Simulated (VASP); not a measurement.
# Sb (R-3m) in VASP: notebook

The runs below take Sb through single point, with BHLYP, LDA.

Everything below comes from runs of VASP 6.6.1. Logs are shortened: lines on timing, memory, paths and dates and some standing lists are left out, and cuts for length are marked.

## 1. The cell of the first run

The structure is trigonal, space group R-3m (No. 166). Conventional cell: a = 4.308 Å, b = 4.308 Å, c = 11.274 Å, α = 90.00°, β = 90.00°, γ = 120.00°. Within 3.8 Å of Sb (site symmetry 3m) lie 6 Sb at 2.91 to 3.35 Å.

## 2. Single point, BHLYP

File POSCAR:

```
Sb
1.0
    2.1542000000      1.2437279499      3.7580000000
   -2.1542000000      1.2437279499      3.7580000000
    0.0000000000     -2.4874558998      3.7580000000
Sb
2
Direct
    0.7665100000      0.7665100000      0.7665100000
    0.2334900000      0.2334900000      0.2334900000
```

File INCAR.step1:

```
SYSTEM = Sb
ALGO = Normal
EDIFF = 1E-5
ENCUT = 520
GGA = PE
ISIF = 2
ISMEAR = -1
LASPH = .True.
LCHARG = .False.
LREAL = .False.
LWAVE = .True.
NBANDS = 12
NELM = 60
PREC = Accurate
SIGMA = 0.05
```

File INCAR.step2:

```
SYSTEM = Sb
AEXX = 0.5
AGGAC = 1.0
AGGAX = 0.5
ALDAC = 0.0
ALDAX = 0.5
ALGO = Normal
EDIFF = 1E-7
ENCUT = 520
GGA = B5
ISIF = 2
ISMEAR = -1
ISTART = 1
LASPH = .True.
LCHARG = .False.
LHFCALC = .True.
LREAL = .False.
LWAVE = .False.
NBANDS = 12
NELM = 60
PREC = Accurate
PRECFOCK = Normal
SIGMA = 0.05
```

File KPOINTS:

```
k-points
0
Gamma
  4 4 4
  0 0 0
```

Potentials or basis: VASP PAW PBE potentials, release 64 (Sb).

Command:

```bash
> cat potpaw_PBE.64/Sb/POTCAR > POTCAR
> cp INCAR.step1 INCAR
> mpirun -np 1 vasp_std > vasp.out
> cp INCAR.step2 INCAR
> mpirun -np 1 vasp_std > vasp.out
```

OUTCAR:

```text
SYSTEM = Sb
   AEXX = 0.5
   EDIFF = 1E-7
   ENCUT = 520
   GGA = B5
   ISIF = 2
   ISMEAR = -1
   ISTART = 1
   LASPH = .True.
   LHFCALC = .True.
   LREAL = .False.
   NELM = 60
   PREC = Accurate
   PRECFOCK = Normal

 ion  position               nearest neighbor table
   1  0.767  0.767  0.767-   2 2.91   2 2.91   2 2.91   2 3.35   2 3.35   2 3.35
   2  0.233  0.233  0.233-   1 2.91   1 2.91   1 2.91   1 3.35   1 3.35   1 3.35

  LATTYP: Found a trigonal (rhomboedric) cell.
 ALAT       =     4.5066618304
 COS(alpha) =     0.5430253624

  Lattice vectors:

 A1 = (   2.1542000000,   1.2437279499,   3.7580000000)
 A2 = (  -2.1542000000,   1.2437279499,   3.7580000000)
 A3 = (   0.0000000000,  -2.4874558998,   3.7580000000)

Analysis of symmetry for initial positions (statically):
=====================================================================
 Subroutine PRICEL returns:
 Original cell was already a primitive cell.

 Routine SETGRP: Setting up the symmetry group for a
 trigonal (rhombohedral) supercell.

 Subroutine GETGRP returns: Found 12 space group operations
 (whereof 12 operations were pure point group operations)
 out of a pool of 12 trial point group operations.

The static configuration has the point symmetry D_3d.

Analysis of symmetry for dynamics (positions and initial velocities):
=====================================================================
 Subroutine PRICEL returns:
 Original cell was already a primitive cell.

 Routine SETGRP: Setting up the symmetry group for a
 trigonal (rhombohedral) supercell.

 Subroutine GETGRP returns: Found 12 space group operations
 (whereof 12 operations were pure point group operations)
 out of a pool of 12 trial point group operations.

The dynamic configuration has the point symmetry D_3d.

 Subroutine INISYM returns: Found 12 space group operations
 (whereof 12 operations are pure point group operations),
 and found     1 'primitive' translations

----------------------------------------------------------------------------------------

                                     Primitive cell

  volume of cell :      60.4115

  direct lattice vectors                    reciprocal lattice vectors
     2.154200000  1.243727950  3.758000000     0.232104726  0.134005726  0.088699663
    -2.154200000  1.243727950  3.758000000    -0.232104726  0.134005726  0.088699663
     0.000000000 -2.487455900  3.758000000     0.000000000 -0.268011452  0.088699663

  length of vectors
     4.506661830  4.506661830  4.506661830     0.282307932  0.282307932  0.282307932

  position of ions in fractional coordinates (direct lattice)
     0.766510000  0.766510000  0.766510000
     0.233490000  0.233490000  0.233490000

  ion indices of the primitive-cell ions
   primitive index   ion index
                 1           1
                 2           2

----------------------------------------------------------------------------------------

 KPOINTS: k-points

Automatic generation of k-mesh.
 Grid dimensions read from file:
 generate k-points for:    4    4    4

 Generating k-lattice:

  Cartesian coordinates                     Fractional coordinates (reciprocal lattice)
     0.058026181  0.033501431  0.022174916     0.250000000  0.000000000  0.000000000
    -0.058026181  0.033501431  0.022174916     0.000000000  0.250000000  0.000000000
     0.000000000 -0.067002863  0.022174916     0.000000000  0.000000000  0.250000000

  Length of vectors
     0.070576983  0.070576983  0.070576983

  Shift w.r.t. Gamma in fractional coordinates (k-lattice)
     0.000000000  0.000000000  0.000000000

 Subroutine IBZKPT returns following result:
 ===========================================

 Found     13 irreducible k-points:

 Following reciprocal coordinates:
            Coordinates               Weight
  0.000000  0.000000  0.000000      1.000000
  0.250000 -0.000000  0.000000      6.000000
  0.500000 -0.000000  0.000000      3.000000
  0.250000  0.250000  0.000000      6.000000
  0.500000  0.250000 -0.000000     12.000000
 -0.250000  0.250000  0.000000      6.000000
  0.500000  0.500000  0.000000      3.000000
  0.250000  0.250000  0.250000      2.000000
  0.500000  0.250000  0.250000      6.000000
 -0.250000  0.250000  0.250000      6.000000
  0.500000  0.500000  0.250000      6.000000
 -0.250000  0.500000  0.250000      6.000000
  0.500000  0.500000  0.500000      1.000000
   k-points           NKPTS =     13   k-points in BZ     NKDIM =     64   number of bands    NBANDS=     12
   number of dos      NEDOS =    301   number of ions     NIONS =      2
   total plane-waves  NPLWV =  46656
   dimension x,y,z NGX =    36 NGY =   36 NGZ =   36
   dimension x,y,z NGXF=    72 NGYF=   72 NGZF=   72
   ions per type =               2
   NGX,Y,Z   is equivalent  to a cutoff of  13.28, 13.28, 13.28 a.u.
   NGXF,Y,Z  is equivalent  to a cutoff of  26.56, 26.56, 26.56 a.u.
 SYSTEM =  Sb
   PREC   = accura    normal or accurate (medium, high low for compatibility)
   ISTART =      1    job   : 0-new  1-cont  2-samecut
   ICHARG =      0    charge: 1-file 2-atom 10-const
   ISPIN  =      1    spin polarized calculation?
   LNONCOLLINEAR =      F non collinear calculations
   LSORBIT =      F    spin-orbit coupling
   LASPH  =      T    aspherical Exc in radial PAW
   ENCUT  =  520.0 eV  38.22 Ry    6.18 a.u.   8.38  8.38  8.38*2*pi/ulx,y,z
   NELM   =     60;   NELMIN=  2; NELMDL=  0     # of ELM steps
   EDIFF  = 0.1E-06   stopping-criterion for ELM
   LREAL  =      F    real-space projection
   EDIFFG = 0.1E-05   stopping-criterion for IOM
   NSW    =      0    number of steps for IOM
   IBRION =     -1    ionic relax: 0-MD 1-quasi-New 2-CG
   NFREE  =      0    steps in history (QN), initial steepest desc. (CG)
   ISIF   =      2    stress and relaxation
   ISYM   =      3    0-nonsym 1-usesym 2-fastsym
   POTIM  = 0.5000    time-step for ionic-motion
   TEBEG  =    0.0;   TEEND  =   0.0 temperature during run
   PSTRESS=    0.0 pullay stress
   NELECT =      10.0000    total number of electrons
   NUPDOWN=      -1.0000    fix difference up-down
   EMIN   =  10.00;   EMAX   =-10.00  energy-range for DOS
   EFERMI =   0.00;   METHOD = LEGACY
   ISMEAR =    -1;   SIGMA  =   0.05  broadening in eV -4-tet -1-fermi 0-gaus
   EFERMI_NEDOS =   21; number of points for ismear=-14 and -15
   IALGO  =     38    algorithm
   IMIX   =      1    mixing-type and parameters
     AMIX     =   0.40;   BMIX     =  1.00
     AMIX_MAG =   1.60;   BMIX_MAG =  1.00
  volume/ion in A,a.u.               =      30.21       203.84
  Fermi-wavevector in a.u.,A,eV,Ry     =   0.898880  1.698637 10.993305  0.807985
  Thomas-Fermi vector in A             =   2.021644
   LORBIT       =      0    0 simple, 1 ext, 2 COOP (PROOUT), +10 PAW based schemes
   GGA     = B5    functional components
   LHFCALC =     T    Hartree Fock is set to
   PRECFOCK=normal    Normal, Fast or Accurate (Low or Medium for compatibility)
   ENCUT4O =  -1.0   cutoff for four orbital integrals eV
   NKREDX  =     1    reduce k-point grid by
   NKREDY  =     1    reduce k-point grid by
   NKREDZ  =     1    reduce k-point grid by
   AEXX    =    0.5000 exact exchange contribution
   HFSCREEN=    0.0000 screening length (either q_TF or 0.3 A-1)
   HFSCREENC=   0.0000 screening length for correlation (either q_TF or 0.3 A-1)
   ENCUTFOCK=  -1.0 apply spherical cutoff to Coloumb kernel
   IVDW    =     0    specifies the selected vdW correction
   LEPSILON=     F    determine dielectric tensor
   LRPA    =     F    only Hartree local field effects (RPA)
 non-spin polarized calculation
  energy-cutoff  :      520.00
  volume of cell :       60.41
 maximum number of plane-waves:      1636
 NGX is ok and might be reduce to    36
  NGX = 28; NGY = 28; NGZ = 28

 number of electron      10.0000000 magnetization

 Free energy of the ion-electron system (eV)
  ---------------------------------------------------
  ext. energy  EPLUGINS =         0.00000000
  ---------------------------------------------------
  free energy    TOTEN  =       -14.25867917 eV

  energy without entropy =      -14.25867916  energy(sigma->0) =      -14.25867916

 E-fermi :   7.5156     XC(G=0):  -4.9266

 val. band max:        6.7398902632   @ k =   0.5000   0.5000   0.5000
 cond. band min:       8.3545728669   @ k =   0.5000  -0.0000   0.0000
 fundamental gap:      1.6146826037
 Fermi energy:         7.5155949674

 k-point     1 :       0.0000    0.0000    0.0000
  band No.  band energies     occupation
      1      -8.9979      2.00000
      2       1.0059      2.00000
      3       3.6243      2.00000
      4       3.9606      2.00000
      5       3.9606      2.00000
      6      10.8760      0.00000
      7      11.6595      0.00000
      8      11.6595      0.00000
      9      14.4561      0.00000
     10      14.4561      0.00000
     11      14.6329      0.00000
     12      16.4096      0.00000

 k-point     2 :       0.2500   -0.0000    0.0000
  band No.  band energies     occupation
      1      -8.1855      2.00000
      2      -2.0039      2.00000
      3       3.7852      2.00000
      4       3.8709      2.00000
      5       5.2761      2.00000
      6       9.8290      0.00000
      7      10.0797      0.00000
      8      10.0952      0.00000
      9      14.3531      0.00000
     10      14.9058      0.00000
     11      15.4829      0.00000
     12      19.5827      0.00000

 k-point     3 :       0.5000   -0.0000    0.0000
  band No.  band energies     occupation
      1      -6.1725      2.00000
      2      -5.2986      2.00000
      3       3.8197      2.00000
      4       4.0032      2.00000
      5       5.9843      2.00000
      6       8.3546      0.00000
      7       8.7974      0.00000
      8       8.9210      0.00000
      9      17.3946      0.00000
     10      17.8414      0.00000
     11      18.9581      0.00000
     12      18.9594      0.00000
[... 121 lines left out ...]
 k-point    12 :      -0.2500    0.5000    0.2500
  band No.  band energies     occupation
      1      -5.5668      2.00000
      2      -4.4330      2.00000
      3       0.2366      2.00000
      4       0.2387      2.00000
      5       5.4582      2.00000
      6       9.2367      0.00000
      7      13.9227      0.00000
      8      13.9248      0.00000
      9      15.6043      0.00000
     10      15.8033      0.00000
     11      20.0085      0.00000
     12      20.0935      0.00000

 k-point    13 :       0.5000    0.5000    0.5000
  band No.  band energies     occupation
      1      -7.1652      2.00000
      2      -4.5264      2.00000
      3       4.5912      2.00000
      4       4.5912      2.00000
      5       6.7399      2.00000
      6       8.4149      0.00000
      7       8.4149      0.00000
      8       9.2489      0.00000
      9      16.7446      0.00000
     10      18.3183      0.00000
     11      18.3183      0.00000
     12      19.0682      0.00000

------------------------ aborting loop because EDIFF is reached ----------------------------------------

  FORCE on cell =-STRESS in cart. coord.  units (eV):
  Direction    XX          YY          ZZ          XY          YZ          ZX
  --------------------------------------------------------------------------------------
  -------------------------------------------------------------------------------------
  Total       -0.4011147     -0.4011147     -0.0643707      0.0000000     -0.0000000      0.0000000
  in kB      -10.6379924    -10.6379924     -1.7071792      0.0000000     -0.0000000      0.0000000
  external PRESSURE =      -7.6610547 kB  Pullay stress =       0.0000000 kB

 VOLUME and BASIS-vectors are now :
 -----------------------------------------------------------------------------
  energy-cutoff  :      520.00
  volume of cell :       60.41
      direct lattice vectors                 reciprocal lattice vectors
     2.154200000  1.243727950  3.758000000     0.232104726  0.134005726  0.088699663
    -2.154200000  1.243727950  3.758000000    -0.232104726  0.134005726  0.088699663
     0.000000000 -2.487455900  3.758000000     0.000000000 -0.268011452  0.088699663

 POSITION                                       TOTAL-FORCE (eV/Angst)
 -----------------------------------------------------------------------------------
      0.00000      0.00000      8.64163         0.000000      0.000000      1.184815
      0.00000      0.00000      2.63237         0.000000     -0.000000     -1.184815
 -----------------------------------------------------------------------------------
    total drift:                                0.000000      0.000000     -0.000000

  FREE ENERGIE OF THE ION-ELECTRON SYSTEM (eV)
  ---------------------------------------------------
  free  energy   TOTEN  =       -14.2586791660 eV

  energy  without entropy=      -14.2586791561  energy(sigma->0) =      -14.25867916
```

It took 36 min on 1 thread of Intel Xeon 8259CL, shared host; peak memory 0.21 GiB.

Results:

| Item | Value |
| --- | --- |
| Free energy | -14.2587 eV |
| Pressure | -0.8 GPa |
| Largest force | 1.185 eV/Å |
| Band gap on the k mesh | 1.61 eV (least direct gap 1.68 eV) |

Forces in eV/Å, atoms in the order of the input:
```
Sb   0.000  0.000  1.185
Sb   0.000  0.000 -1.185
```

Levels at points of the mesh, in eV from the valence-band top:
```
           k point  band 1  band 2  band 3  band 4  band 5  band 6  band 7  band 8  band 9  band 10
(0.00, 0.00, 0.00)  -15.74   -5.73   -3.12   -2.78   -2.78    4.14    4.92    4.92    7.72     7.72
(0.50, 0.00, 0.00)  -12.91  -12.04   -2.92   -2.74   -0.76    1.61    2.06    2.18   10.65    11.10
(0.50, 0.50, 0.00)  -12.86   -9.96   -7.04   -5.13   -4.98    3.75    7.55    8.24    9.88    11.44
(0.50, 0.50, 0.50)  -13.91  -11.27   -2.15   -2.15    0.00    1.67    1.67    2.51   10.00    11.58
```

Caveat: the k points lie up to 0.44 Å⁻¹ apart; the PAW data sets were made with another functional, which shifts forces and pressure a little; spin-orbit coupling is left out, which moves the levels of the heavy elements.

(Part 1 of 3 ends here.)
